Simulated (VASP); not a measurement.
# TiTe2 (P4/mmm) in VASP: a series of runs, part 2 of 2

VASP 6.6.1.

## 4. Single point, LDA+U

Input file INCAR:

```
SYSTEM = TiTe2
PREC     = Accurate       ! precision mode
ENCUT    = 520            ! plane-wave cutoff, eV
EDIFF    = 1E-6           ! SCF threshold, eV
ISMEAR   = -1             ! smearing method
SIGMA    = 0.05           ! smearing width, eV
LREAL    = .FALSE.        ! projectors in reciprocal space
LASPH    = .TRUE.         ! aspherical terms in the spheres
NELM     = 150            ! most SCF steps
ALGO     = Normal         ! electronic algorithm
ISIF     = 2              ! what is computed and relaxed
LWAVE    = .FALSE.        ! write WAVECAR
LCHARG   = .TRUE.         ! write CHGCAR
LMAXMIX  = 4              ! l up to which the mixer works
LDAU     = .TRUE.         ! DFT+U
LDAUTYPE = 2            
LDAUL    = 2 -1           ! shell
LDAUU    = 3 0            ! U, eV
LDAUJ    = 0 0          
LDAUPRINT= 1            
LELF     = .TRUE.         ! ELF
LVHAR    = .TRUE.       
NBANDS   = 19             ! bands
```

Input file KPOINTS:

```
regular mesh
0
G
  9 9 3
  0 0 0
```

Input file POSCAR:

```
TiTe2
1.0
    3.0255700000      0.0000000000      0.0000000000
    0.0000000000      3.0255700000      0.0000000000
    0.0000000000      0.0000000000      9.3016300000
Ti Te
1 2
Direct
    0.0000000000      0.0000000000      0.0000000000
    0.0000000000      0.0000000000      0.2943100000
    0.0000000000      0.0000000000      0.7056900000
```

Potentials or basis: VASP PAW LDA potentials, release 64 (Ti_sv, Te).

Command:

```console
> cat potpaw_LDA.64/Ti_sv/POTCAR potpaw_LDA.64/Te/POTCAR > POTCAR
> mpirun -np 1 vasp_std > vasp.out
```

OUTCAR:

```text
SYSTEM = TiTe2
   PREC = Accurate
   ENCUT = 520
   EDIFF = 1E-6
   ISMEAR = -1
   LREAL = .FALSE.
   LASPH = .TRUE.
   NELM = 150
   ISIF = 2

 ion  position               nearest neighbor table
   1  0.000  0.000  0.000-   2 2.74   3 2.74
   2  0.000  0.000  0.294-   1 2.74
   3  0.000  0.000  0.706-   1 2.74

  LATTYP: Found a simple tetragonal cell.
 ALAT       =     3.0255700000
 C/A-ratio  =     3.0743397112

  Lattice vectors:

 A1 = (   3.0255700000,   0.0000000000,   0.0000000000)
 A2 = (   0.0000000000,   3.0255700000,   0.0000000000)
 A3 = (   0.0000000000,   0.0000000000,   9.3016300000)

Analysis of symmetry for initial positions (statically):
=====================================================================
 Subroutine PRICEL returns:
 Original cell was already a primitive cell.

 Routine SETGRP: Setting up the symmetry group for a
 simple tetragonal supercell.

 Subroutine GETGRP returns: Found 16 space group operations
 (whereof 16 operations were pure point group operations)
 out of a pool of 16 trial point group operations.

The static configuration has the point symmetry D_4h.

Analysis of symmetry for dynamics (positions and initial velocities):
=====================================================================
 Subroutine PRICEL returns:
 Original cell was already a primitive cell.

 Routine SETGRP: Setting up the symmetry group for a
 simple tetragonal supercell.
[... 174 lines left out ...]
  o =  0.0730  v =  0.0000  0.0000  0.0000  0.0000  0.0000  0.0000 -0.0818 -0.0000 -0.9966  0.0000      0.0000  0.0000  0.0000  0.0000  0.0000  0.0000  0.0000  0.0000  0.0000  0.0000
  o =  0.1644  v =  1.0000  0.0000  0.0000  0.0000  0.0000  0.0000  0.0000  0.0000  0.0000  0.0000      0.0000  0.0000  0.0000  0.0000  0.0000  0.0000  0.0000  0.0000  0.0000  0.0000
  o =  0.1644  v =  0.0000  0.0000  0.0000  0.0000  0.0000  1.0000  0.0000  0.0000  0.0000  0.0000      0.0000  0.0000  0.0000  0.0000  0.0000  0.0000  0.0000  0.0000  0.0000  0.0000
  o =  0.2786  v =  0.0000  0.0000  0.0000  0.0000  0.0000  0.0000  0.0000 -0.0000 -0.0000  1.0000      0.0000  0.0000  0.0000  0.0000  0.0000  0.0000  0.0000  0.0000  0.0000  0.0000
  o =  0.2786  v =  0.0000  0.0000 -0.0000 -0.0000  1.0000  0.0000  0.0000  0.0000  0.0000  0.0000      0.0000  0.0000  0.0000  0.0000  0.0000  0.0000  0.0000  0.0000  0.0000  0.0000
  o =  0.3199  v =  0.0000  0.0000  0.0000  0.0000  0.0000  0.0000  0.0000 -1.0000  0.0000 -0.0000      0.0000  0.0000  0.0000  0.0000  0.0000  0.0000  0.0000  0.0000  0.0000  0.0000
  o =  0.3199  v =  0.0000  0.0000 -1.0000  0.0000 -0.0000  0.0000  0.0000  0.0000  0.0000  0.0000      0.0000  0.0000  0.0000  0.0000  0.0000  0.0000  0.0000  0.0000  0.0000  0.0000

 number of electron      23.9999998 magnetization

 Free energy of the ion-electron system (eV)
  ---------------------------------------------------
  ext. energy  EPLUGINS =         0.00000000
  ---------------------------------------------------
  free energy    TOTEN  =       -13.22451077 eV

  energy without entropy =      -13.20106790  energy(sigma->0) =      -13.21278934

 E-fermi :   6.7235     XC(G=0):  -9.8262

 val. band max:        6.7129478662   @ k =   0.3333   0.2222   0.3333
 cond. band min:       6.7610637880   @ k =   0.4444   0.1111   0.0000
 fundamental gap:      0.0481159217
 Fermi energy:         6.7235050768

 k-point     1 :       0.0000    0.0000    0.0000
  band No.  band energies     occupation
      1     -50.6256      2.00000
      2     -27.3478      2.00000
      3     -27.0480      2.00000
      4     -27.0480      2.00000
      5      -7.1573      2.00000
      6      -6.8420      2.00000
[... 505 lines left out ...]
      6      -4.5225      2.00000
[... 11 lines left out ...]
     18       9.8916      0.00000
     19      10.8991      0.00000

 [... further k-points ...]

------------------------ aborting loop because EDIFF is reached ----------------------------------------

  FORCE on cell =-STRESS in cart. coord.  units (eV):
  Direction    XX          YY          ZZ          XY          YZ          ZX
  --------------------------------------------------------------------------------------
  -------------------------------------------------------------------------------------
  Total        0.2663906      0.2663906     -0.3241175      0.0000000      0.0000000      0.0000000
  in kB        5.0125179      5.0125179     -6.0987325      0.0000000      0.0000000      0.0000000
  external PRESSURE =       1.3087677 kB  Pullay stress =       0.0000000 kB

 VOLUME and BASIS-vectors are now :
 -----------------------------------------------------------------------------
  energy-cutoff  :      520.00
  volume of cell :       85.15
      direct lattice vectors                 reciprocal lattice vectors
     3.025570000  0.000000000  0.000000000     0.330516233  0.000000000  0.000000000
     0.000000000  3.025570000  0.000000000     0.000000000  0.330516233  0.000000000
     0.000000000  0.000000000  9.301630000     0.000000000  0.000000000  0.107508039

 POSITION                                       TOTAL-FORCE (eV/Angst)
 -----------------------------------------------------------------------------------
      0.00000      0.00000      0.00000         0.000000      0.000000      0.000000
      0.00000      0.00000      2.73756         0.000000      0.000000     -0.074810
      0.00000      0.00000      6.56407         0.000000      0.000000      0.074810
 -----------------------------------------------------------------------------------
    total drift:                                0.000000      0.000000     -0.000000

  FREE ENERGIE OF THE ION-ELECTRON SYSTEM (eV)
  ---------------------------------------------------
  free  energy   TOTEN  =       -13.2245107692 eV

  energy  without entropy=      -13.2010679047  energy(sigma->0) =      -13.21278934
```

Run time: 58 s. Hardware: 1 thread of Intel Xeon 8259CL, shared host; peak memory 0.19 GiB.

What came out:

* Free energy: -13.2245 eV
* Pressure: 0.1 GPa
* Largest force: 0.075 eV/Å
* Band gap on the k mesh: zero (band 12 reaches 8.12 eV, above the bottom of band 13 at 5.97 eV)

Forces in eV/Å, atoms in the order of the input:
```
Ti   0.000  0.000  0.000
Te   0.000  0.000 -0.075
Te   0.000  0.000  0.075
```

Eigenvalues of the final occupation matrices:
```
    site  spin  trace               eigenvalues
site 1 d     1   0.91  0.07 0.07 0.16 0.28 0.32
site 1 d     2   0.91  0.07 0.07 0.16 0.28 0.32
```

Caveat: spin-orbit coupling is left out, which moves the levels of the heavy elements; U without spin polarisation on a metal has little footing; the U is typed as a test and isn't derived for this compound.

## 5. Single point, LDA+U

Input file INCAR:

```
PREC     = Accurate       # precision mode
ENCUT    = 520            # plane-wave cutoff, eV
EDIFF    = 1E-7           # SCF threshold, eV
ISMEAR   = -1             # smearing method
SIGMA    = 0.05           # smearing width, eV
LREAL    = F              # projectors in reciprocal space
LASPH    = T              # aspherical terms in the spheres
NELM     = 150            # most SCF steps
ALGO     = Normal         # electronic algorithm
ISIF     = 2              # what is computed and relaxed
LWAVE    = F              # write WAVECAR
LCHARG   = T              # write CHGCAR
LMAXMIX  = 4              # l up to which the mixer works
LDAU     = T              # DFT+U
LDAUTYPE = 2            
LDAUL    = 2 -1           # shell
LDAUU    = 4 0            # U, eV
LDAUJ    = 0 0          
LDAUPRINT= 1            
LELF     = T              # ELF
LVHAR    = T            
NBANDS   = 19             # bands
```

Input file KPOINTS:

```
Automatic mesh
0
Gamma
  9 9 3
```

POSCAR is that of step 4.

Command:

```console
> cat potpaw_LDA.64/Ti_sv/POTCAR potpaw_LDA.64/Te/POTCAR > POTCAR
> mpirun -np 1 vasp_std > vasp.out
```

Wall time 66 s (1 thread of Intel Xeon 8259CL, shared host); peak memory 0.19 GiB.

Results (log left out):

```
Free energy            : -12.5458 eV
Pressure               : 0.7 GPa
Largest force          : 0.031 eV/Å
Band gap on the k mesh : zero (band 12 reaches 8.28 eV, above the bottom of band 13 at 6.06 eV)
```

Forces in eV/Å, atoms in the order of the input:
```
Ti   0.000  0.000  0.000
Te   0.000  0.000 -0.031
Te   0.000  0.000  0.031
```

Stress tensor (GPa, compression positive):
```
 1.09  0.00  0.00
 0.00  1.09  0.00
 0.00  0.00 -0.23
```

Levels at points of the mesh, in eV from the Fermi level:
| k point | band 9 | band 10 | band 11 | band 12 | band 13 | band 14 | band 15 | band 16 |
| --- | --- | --- | --- | --- | --- | --- | --- | --- |
| (0.00, 0.00, 0.00) | -2.56 | -0.82 | 1.28 | 1.50 | 1.50 | 2.31 | 2.31 | 2.64 |

Eigenvalues of the final occupation matrices:
```
    site  spin  trace               eigenvalues
site 1 d     1   0.89  0.06 0.06 0.16 0.29 0.33
site 1 d     2   0.89  0.06 0.06 0.16 0.29 0.33
```

Caveat: spin-orbit coupling is left out, which moves the levels of the heavy elements; U without spin polarisation on a metal has little footing; the U is typed as a test and isn't derived for this compound.

## 6. Single point, LDA+U

Input file INCAR:

```
ALGO = Normal
EDIFF = 1E-7
ENCUT = 520
ISIF = 2
ISMEAR = -1
LASPH = True
LCHARG = False
LDAU = True
LDAUJ = 0 0
LDAUL = 2 -1
LDAUPRINT = 1
LDAUTYPE = 2
LDAUU = 5 0
LMAXMIX = 4
LREAL = False
LWAVE = False
NBANDS = 19
NELM = 150
PREC = Accurate
SIGMA = 0.05
```

Input file KPOINTS:

```
k-points
0
Gamma
  9 9 3
```

POSCAR is that of step 5.

Potentials or basis: VASP PAW LDA potentials, release 64 (Ti_sv, Te).

Command:

```console
> cat potpaw_LDA.64/Ti_sv/POTCAR potpaw_LDA.64/Te/POTCAR > POTCAR
> mpirun -np 1 vasp_std > vasp.out
```

OUTCAR:

```text
EDIFF = 1E-7
   ENCUT = 520
   ISIF = 2
   ISMEAR = -1
   LASPH = True
   LREAL = False
   NELM = 150
   PREC = Accurate

 ion  position               nearest neighbor table
   1  0.000  0.000  0.000-   2 2.74   3 2.74
   2  0.000  0.000  0.294-   1 2.74
   3  0.000  0.000  0.706-   1 2.74

  LATTYP: Found a simple tetragonal cell.
 ALAT       =     3.0255700000
 C/A-ratio  =     3.0743397112

  Lattice vectors:

 A1 = (   3.0255700000,   0.0000000000,   0.0000000000)
 A2 = (   0.0000000000,   3.0255700000,   0.0000000000)
 A3 = (   0.0000000000,   0.0000000000,   9.3016300000)

Analysis of symmetry for initial positions (statically):
=====================================================================
 Subroutine PRICEL returns:
 Original cell was already a primitive cell.

 Routine SETGRP: Setting up the symmetry group for a
 simple tetragonal supercell.

 Subroutine GETGRP returns: Found 16 space group operations
 (whereof 16 operations were pure point group operations)
 out of a pool of 16 trial point group operations.

The static configuration has the point symmetry D_4h.

Analysis of symmetry for dynamics (positions and initial velocities):
=====================================================================
 Subroutine PRICEL returns:
 Original cell was already a primitive cell.

 Routine SETGRP: Setting up the symmetry group for a
 simple tetragonal supercell.

 Subroutine GETGRP returns: Found 16 space group operations
 (whereof 16 operations were pure point group operations)
[... 171 lines left out ...]
  o =  0.0388  v =  0.0000  0.0000  0.0000  0.0000  0.0000  0.0000  0.9562  0.0000  0.2927  0.0000      0.0000  0.0000  0.0000  0.0000  0.0000  0.0000  0.0000  0.0000  0.0000  0.0000
  o =  0.1480  v =  0.0000  0.0000  0.0000  0.0000  0.0000  1.0000  0.0000  0.0000  0.0000  0.0000      0.0000  0.0000  0.0000  0.0000  0.0000  0.0000  0.0000  0.0000  0.0000  0.0000
  o =  0.1480  v =  1.0000  0.0000  0.0000  0.0000  0.0000  0.0000  0.0000  0.0000  0.0000  0.0000      0.0000  0.0000  0.0000  0.0000  0.0000  0.0000  0.0000  0.0000  0.0000  0.0000
  o =  0.3064  v =  0.0000  0.0000  0.0000  0.0000  0.0000  0.0000 -0.0000  0.0000  0.0000  1.0000      0.0000  0.0000  0.0000  0.0000  0.0000  0.0000  0.0000  0.0000  0.0000  0.0000
  o =  0.3064  v =  0.0000 -0.0000  0.0000  0.0000  1.0000  0.0000  0.0000  0.0000  0.0000  0.0000      0.0000  0.0000  0.0000  0.0000  0.0000  0.0000  0.0000  0.0000  0.0000  0.0000
  o =  0.3375  v =  0.0000  0.0000  0.0000  0.0000  0.0000  0.0000  0.0000 -1.0000 -0.0000  0.0000      0.0000  0.0000  0.0000  0.0000  0.0000  0.0000  0.0000  0.0000  0.0000  0.0000
  o =  0.3375  v =  0.0000  0.0000 -1.0000 -0.0000  0.0000  0.0000  0.0000  0.0000  0.0000  0.0000      0.0000  0.0000  0.0000  0.0000  0.0000  0.0000  0.0000  0.0000  0.0000  0.0000

 number of electron      23.9999998 magnetization

 Free energy of the ion-electron system (eV)
  ---------------------------------------------------
  ext. energy  EPLUGINS =         0.00000000
  ---------------------------------------------------
  free energy    TOTEN  =       -11.89445636 eV

  energy without entropy =      -11.86748834  energy(sigma->0) =      -11.88097235

 E-fermi :   6.8317     XC(G=0):  -9.8303

 val. band max:        6.8242996108   @ k =   0.4444   0.1111   0.0000
 cond. band min:       6.8537469265   @ k =   0.4444   0.4444   0.0000
 fundamental gap:      0.0294473157
 Fermi energy:         6.8316665214

 k-point     1 :       0.0000    0.0000    0.0000
  band No.  band energies     occupation
      1     -51.0493      2.00000
      2     -27.7990      2.00000
      3     -27.4298      2.00000
      4     -27.4298      2.00000
      5      -7.1158      2.00000
      6      -6.8008      2.00000
[... 505 lines left out ...]
      6      -4.4832      2.00000
[... 11 lines left out ...]
     18      10.1228      0.00000
     19      11.0091      0.00000

 [... further k-points ...]

------------------------ aborting loop because EDIFF is reached ----------------------------------------

  FORCE on cell =-STRESS in cart. coord.  units (eV):
  Direction    XX          YY          ZZ          XY          YZ          ZX
  --------------------------------------------------------------------------------------
  -------------------------------------------------------------------------------------
  Total        0.9411421      0.9411421      0.1936051      0.0000000      0.0000000     -0.0000000
  in kB       17.7089293     17.7089293      3.6429557      0.0000000      0.0000000     -0.0000000
  external PRESSURE =      13.0202714 kB  Pullay stress =       0.0000000 kB

 VOLUME and BASIS-vectors are now :
 -----------------------------------------------------------------------------
  energy-cutoff  :      520.00
  volume of cell :       85.15
      direct lattice vectors                 reciprocal lattice vectors
     3.025570000  0.000000000  0.000000000     0.330516233  0.000000000  0.000000000
     0.000000000  3.025570000  0.000000000     0.000000000  0.330516233  0.000000000
     0.000000000  0.000000000  9.301630000     0.000000000  0.000000000  0.107508039

 POSITION                                       TOTAL-FORCE (eV/Angst)
 -----------------------------------------------------------------------------------
      0.00000      0.00000      0.00000         0.000000      0.000000      0.000000
      0.00000      0.00000      2.73756         0.000000     -0.000000      0.014796
      0.00000      0.00000      6.56407         0.000000     -0.000000     -0.014796
 -----------------------------------------------------------------------------------
    total drift:                                0.000000     -0.000000     -0.000000

  FREE ENERGIE OF THE ION-ELECTRON SYSTEM (eV)
  ---------------------------------------------------
  free  energy   TOTEN  =       -11.8944563552 eV

  energy  without entropy=      -11.8674883385  energy(sigma->0) =      -11.88097235
```

It took 69 s on 1 thread of Intel Xeon 8259CL, shared host; peak memory 0.19 GiB.

What came out:

| Item | Value |
| --- | --- |
| Free energy | -11.8945 eV |
| Pressure | 1.3 GPa |
| Largest force | 0.015 eV/Å |
| Band gap on the k mesh | zero (band 12 reaches 8.46 eV, above the bottom of band 13 at 6.12 eV) |

Forces in eV/Å, atoms in the order of the input:
```
Ti   0.000  0.000  0.000
Te   0.000  0.000  0.015
Te   0.000  0.000 -0.015
```

Levels at points of the mesh, in eV from the Fermi level:
| k point | band 9 | band 10 | band 11 | band 12 | band 13 | band 14 | band 15 | band 16 |
| --- | --- | --- | --- | --- | --- | --- | --- | --- |
| (0.00, 0.00, 0.00) | -2.63 | -0.88 | 1.20 | 1.62 | 1.62 | 2.27 | 2.27 | 2.80 |

Eigenvalues of the final occupation matrices:
```
    site  spin  trace               eigenvalues
site 1 d     1   0.87  0.04 0.04 0.15 0.31 0.34
site 1 d     2   0.87  0.04 0.04 0.15 0.31 0.34
```

Caveat: spin-orbit coupling is left out, which moves the levels of the heavy elements; U without spin polarisation on a metal has little footing; the U is typed as a test and isn't derived for this compound.

## 7. Summary

```csv
level,U,gap on the mesh (eV),pressure (GPa),largest force (eV/Å)
LDA,-,none,-1.3,0.20
LDA+U,Ti d U = 2.0 eV,none,-0.4,0.12
LDA+U,Ti d U = 3.0 eV,none,0.1,0.07
LDA+U,Ti d U = 4.0 eV,none,0.7,0.03
LDA+U,Ti d U = 5.0 eV,none,1.3,0.01
```

Alike in all rows: task single point; potentials or basis VASP PAW LDA potentials, release 64 (Ti_sv, Te); no spin polarisation; cell as given; k mesh 9 × 9 × 3; cutoff (eV) 520; smearing fermi-dirac 0.05 eV.

Every run on the cell as given and a fine mesh finds a metal. The pressure there spans -1.3 GPa (LDA) to 1.3 GPa (LDA+U); a positive pressure means that this level wants a larger cell, a negative one a smaller.

Caveats: spin-orbit coupling is left out, which moves the levels of the heavy elements; U without spin polarisation on a metal has little footing (some runs); the U is typed as a test and isn't derived for this compound (some runs).

Absolute energies hang on the potentials; compare differences alone.
